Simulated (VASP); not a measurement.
# CS2 (P4/mmm) in VASP: a series of runs, part 2 of 2

VASP 6.6.1. Earlier steps stand in the parts before.

**4. Single point, PBE+D3(BJ)**

This run uses another cell than the first one, of 21.59 Å³/atom.

Contents of INCAR:

```
SYSTEM = CS2
PREC     = Accurate       ! precision mode
ENCUT    = 520            ! plane-wave cutoff, eV
EDIFF    = 1E-6           ! SCF threshold, eV
ISMEAR   = 0              ! smearing method
SIGMA    = 0.1            ! smearing width, eV
LREAL    = .False.        ! projectors in reciprocal space
LASPH    = .True.         ! aspherical terms in the spheres
NELM     = 100            ! most SCF steps
ALGO     = Normal         ! electronic algorithm
ISIF     = 2              ! what is computed and relaxed
LWAVE    = .False.        ! write WAVECAR
LCHARG   = .False.        ! write CHGCAR
GGA      = PE             ! functional
IVDW     = 12             ! dispersion correction
NBANDS   = 15             ! bands
```

Contents of KPOINTS:

```
Automatic mesh
0
Gamma
  4 4 4
  0 0 0
```

Contents of POSCAR:

```
CS2
1.0
    3.8541760300      0.0000000000      0.0000000000
    0.0000000000      3.8541760300      0.0000000000
    0.0000000000      0.0000000000      4.3594464400
C S
1 2
Direct
    0.0000000000      0.0000000000      0.0000000000
    0.0000000000      0.5000000000      0.0000000000
    0.5000000000      0.0000000000      0.0000000000
```

Potentials or basis: VASP PAW PBE potentials, release 64 (C, S).

Launch:

```bash
$ cat potpaw_PBE.64/C/POTCAR potpaw_PBE.64/S/POTCAR > POTCAR
$ mpirun -np 1 vasp_std > vasp.out
```

OUTCAR:

```text
SYSTEM = CS2
   PREC = Accurate
   ENCUT = 520
   EDIFF = 1E-6
   ISMEAR = 0
   LREAL = .False.
   LASPH = .True.
   NELM = 100
   ISIF = 2
   GGA = PE
   IVDW = 12
 IVDW          = 12

 ion  position               nearest neighbor table
   1  0.000  0.000  0.000-   2 1.93   3 1.93   2 1.93   3 1.93
   2  0.000  0.500  0.000-   1 1.93   1 1.93   3 2.73   3 2.73   3 2.73   3 2.73
   3  0.500  0.000  0.000-   1 1.93   1 1.93   2 2.73   2 2.73   2 2.73   2 2.73

  LATTYP: Found a simple tetragonal cell.
 ALAT       =     3.8541760300
 C/A-ratio  =     1.1310968690
[... 509 lines left out ...]

 Edisp (eV)   -0.50492

 E8    (eV) :    -0.1699

  FORCE on cell =-STRESS in cart. coord.  units (eV):
  Direction    XX          YY          ZZ          XY          YZ          ZX
  --------------------------------------------------------------------------------------
  -------------------------------------------------------------------------------------
  Total      -0.40921    -0.40921    -0.58363     0.00000    -0.00000    -0.00000
  in kB     -10.12427   -10.12427   -14.43957     0.00000    -0.00000    -0.00000
  external pressure =      -11.56 kB  Pullay stress =        0.00 kB

 VOLUME and BASIS-vectors are now :
 -----------------------------------------------------------------------------
  energy-cutoff  :      520.00
  volume of cell :       64.76
      direct lattice vectors                 reciprocal lattice vectors
     3.854176030  0.000000000  0.000000000     0.259458829  0.000000000  0.000000000
     0.000000000  3.854176030  0.000000000     0.000000000  0.259458829  0.000000000
     0.000000000  0.000000000  4.359446440     0.000000000  0.000000000  0.229386922

 POSITION                                       TOTAL-FORCE (eV/Angst)
 -----------------------------------------------------------------------------------
      0.00000      0.00000      0.00000         0.000000      0.000000      0.000000
      0.00000      1.92709      0.00000         0.000000      0.000000      0.000000
      1.92709      0.00000      0.00000         0.000000      0.000000      0.000000
 -----------------------------------------------------------------------------------
    total drift:                                0.000000      0.000000      0.000000

  FREE ENERGIE OF THE ION-ELECTRON SYSTEM (eV)
  ---------------------------------------------------
  free  energy   TOTEN  =       -13.1491266974 eV

  energy  without entropy=      -13.1393078913  energy(sigma->0) =      -13.14421729
```

stdout:

```text
POSCAR found type information on POSCAR C S
 POSCAR found :  2 types and       3 ions
 scaLAPACK will be used
 LDA part: xc-table for (Slater+PW92), standard interpolation
 POSCAR, INCAR and KPOINTS ok, starting setup
 FFT: planning ... GRIDC
 FFT: planning ... GRID_SOFT
 FFT: planning ... GRID
 WAVECAR not read
 entering main loop
```

Run time: 22 s. Hardware: 1 thread of Intel Xeon 8259CL, shared host; peak memory 0.18 GiB.

Results:

```yaml
Free_energy: -13.1491 eV
Pressure: -1.2 GPa
Band_gap_on_the_k_mesh: zero (bands 8 and 9 overlap by 1.77 eV)
Dispersion_energy_per_atom: -0.168 eV
```

Levels at points of the mesh, in eV from the Fermi level:
```
           k point  band 5  band 6  band 7  band 8  band 9  band 10  band 11  band 12
(0.00, 0.00, 0.00)   -5.63   -5.05   -0.12   -0.06   -0.06     2.62     3.72     7.01
(0.50, 0.00, 0.00)   -3.88   -2.31   -2.01   -1.80    0.87     1.81     3.11     5.82
(0.50, 0.50, 0.00)   -1.94   -1.73   -1.73    0.91    1.09     1.09     2.83     5.64
(0.00, 0.00, 0.50)   -5.68   -5.57   -0.48   -0.03   -0.03     2.25     7.07     7.55
(0.50, 0.00, 0.50)   -4.40   -2.66   -2.27   -1.73    1.00     1.55     3.15     7.98
(0.50, 0.50, 0.50)   -2.33   -2.28   -2.28    0.92    1.17     1.17     2.85     5.29
```

Caveat: the k points lie up to 0.41 Å⁻¹ apart, too coarse for converged energies and pressures of a metal.

**5. Overview**

```tsv
cell	k mesh	gap on the mesh (eV)	pressure (GPa)
a = 3.828, b = 3.828, c = 3.525 Å, 3 atoms	4 × 4 × 4	none	-0.4
a = 3.815, b = 3.815, c = 3.200 Å, 3 atoms	4 × 4 × 6	none	-0.3
a = 3.854, b = 3.854, c = 4.359 Å, 3 atoms	4 × 4 × 4	none	-1.2
```

Alike in all rows: task single point; level PBE+D3(BJ); potentials or basis VASP PAW PBE potentials, release 64 (C, S); no spin polarisation; cutoff (eV) 520; smearing gaussian 0.1 eV.

Caveats: all runs use coarse meshes.

Absolute energies hang on the potentials; compare differences alone.
